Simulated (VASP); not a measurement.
Runs of VASP 6.6.1 on KZnF3. The structure is that of space group Pm-3m (No. 221), or close to it. The cells are those of the table. 

```csv
task,cell,k mesh,cutoff (eV),gap on the mesh (eV),pressure (GPa)
single point,"a = 3.965 Å, 5 atoms",8 × 8 × 8,520,(c),6.6
single point,"a = 4.048 Å, 5 atoms",8 × 8 × 8,520,4.58,0.2
single point,"a = 3.993 Å, 5 atoms",8 × 8 × 8,520,4.69,4.2
single point,"a = 4.127 Å, 5 atoms",8 × 8 × 8,520,4.43,-4.2
relaxation of cell and atoms,"relaxed from a = 4.050 Å, 5 atoms",6 × 6 × 6,600,(a),0.0
single point,"a = 4.101 Å, 5 atoms",8 × 8 × 8,520,(d),-3.0
single point,"a = 4.048 Å, 5 atoms",6 × 6 × 6,520,4.58,0.2
single point,"a = 4.020 Å, 5 atoms",8 × 8 × 8,520,(b),2.1
single point,"a = 4.074 Å, 5 atoms",8 × 8 × 8,520,4.53,-1.5
```

Alike in all rows: level r2SCAN; potentials or basis VASP PAW PBE potentials, release 64 (K_sv, Zn, F); no spin polarisation; smearing fermi-dirac 0.02 eV.

**Question.** Fill in the values left out.

**Answer.** (a) 4.59; (b) 4.64; (c) 4.75; (d) 4.48.

Caveats: the PAW data sets were made with another functional, which shifts forces and pressure a little; the cell stands under pressure (at least some runs); the cell stands under tension (at least some runs).

A k mesh can miss the band edges.
